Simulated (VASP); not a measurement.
The system is AgCl (Chlorargyrite).

```xyz
2
Lattice="0.0000 2.7166 2.7166 2.7166 0.0000 2.7166 2.7166 2.7166 0.0000" Properties=species:S:1:pos:R:3 pbc="T T T"
Ag    0.0000    0.0000    0.0000
Cl    2.7166    2.7166    2.7166
```

This cell differs from its parent crystal: volume scaled by 0.98.

Base run:

```yaml
Program: VASP 6.6.1
Functional: LDA
Potentials_or_basis: VASP PAW LDA potentials, release 64 (Ag, Cl)
Cutoff: 520 eV
k_mesh: 8 × 8 × 8
Occupations: fermi-dirac, width 0.05 eV
Spin: no spin polarisation
```

Its results: band gap on the k mesh 0.64 eV, indirect (least direct gap 3.19 eV); pressure -2.7 GPa.

Question: The run is repeated on the same cell with these changes: k mesh from 8 × 8 × 8 to 7 × 7 × 7; further incar settings from ALGO = Normal; EDIFF = 1e-07; NBANDS = 16 to ALGO = Normal; EDIFF = 1e-06; NBANDS = 16. What comes out?

Answer: Band gap on the k mesh 0.73 eV, indirect (least direct gap 3.21 eV); pressure -2.7 GPa.

A k mesh can miss the band edges.
